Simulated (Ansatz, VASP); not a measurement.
MoS2 in VASP and in Ansatz

```xyz
6
Lattice="3.1688 0.0000 0.0000 -1.5844 2.7443 0.0000 0.0000 0.0000 12.3453" Properties=species:S:1:pos:R:3 pbc="T T T"
Mo    0.0000    1.8295    3.0863
Mo    1.5844    0.9148    9.2590
S     0.0000    1.8295    7.7052
S     1.5844    0.9148    1.5325
S     0.0000    1.8295   10.8128
S     1.5844    0.9148    4.6402
```

Alike in both runs: functional r2SCAN; dispersion D3(BJ); k mesh 12 × 12 × 4; no spin polarisation.

Ansatz relaxed the structure, and its values are those at the end. VASP's run is a single point on that final structure, the one shown.

```csv
,VASP,Ansatz
version,VASP 6.6.1,Ansatz 0.2.0
potentials or method,"VASP PAW PBE potentials, release 64 (Mo_sv, S), cutoff 520 eV","scalar-relativistic, plane waves, PAW"
occupations,"gaussian, width 0.01 eV",fixed
valence electrons in the cell,52,52
```

Ansatz gave:

```
gap on the k mesh at the Fermi level (eV) : 1.01
least direct gap on the mesh (eV)         : 1.75
pressure (GPa)                            : 0.0
```

Task: Which values does VASP return?

Result: gap on the k mesh at the Fermi level (eV): 1.02; least direct gap on the mesh (eV): 1.76; pressure (GPa): 0.1.

VASP's potentials were made for PBE, not for r2SCAN. Ansatz's warnings: dispersion damping borrowed.
